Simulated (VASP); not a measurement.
Input of a VASP 6.6.1 run:

File INCAR:

```
SYSTEM = SiNi
  PREC = Accurate
  ENCUT = 520
  EDIFF = 1E-7
  ISMEAR = 0
  SIGMA = 0.05
  LREAL = .False.
  LASPH = .True.
  NELM = 100
  ALGO = Normal
  ISIF = 2
  LWAVE = .False.
  LCHARG = .False.
  GGA = PE
  NBANDS = 38
```

KPOINTS

```
Automatic mesh
0
Gamma
  8 10 6
  0 0 0
```

POSCAR

```
SiNi
1.0
    5.1818350652      0.0000000000      0.0000000000
    0.0000000000      3.3968938707      0.0000000000
    0.0000000000      0.0000000000      5.6651921013
Si Ni
4 4
Direct
    0.3204084574      0.7500000000      0.0836233362
    0.1795915426      0.2500000000      0.5836233362
    0.8204084574      0.7500000000      0.4163766638
    0.6795915426      0.2500000000      0.9163766638
    0.0074919128      0.2500000000      0.1894931110
    0.4925080872      0.7500000000      0.6894931110
    0.5074919128      0.2500000000      0.3105068890
    0.9925080872      0.7500000000      0.8105068890
```

Potentials or basis: VASP PAW PBE potentials, release 64 (Si, Ni).

Launch:

```bash
$ cat potpaw_PBE.64/Si/POTCAR potpaw_PBE.64/Ni/POTCAR > POTCAR
$ mpirun -np 1 vasp_std > vasp.out
```

**Question.** Estimate the pressure.

**Answer.** -3.1 GPa.

**Question.** Estimate the largest force.

**Answer.** 0.010 eV/Å.

**Question.** Estimate the band gap on the k mesh.

**Answer.** Zero (bands 28 and 29 overlap by 1.79 eV).

Stress tensor (GPa, compression positive):
```
-3.03  0.00  0.00
 0.00 -3.16  0.00
 0.00  0.00 -3.05
```

Caveat: the cell stands under tension. Spin polarisation is off, so any magnetic state and its effect on volume and gap are missing.
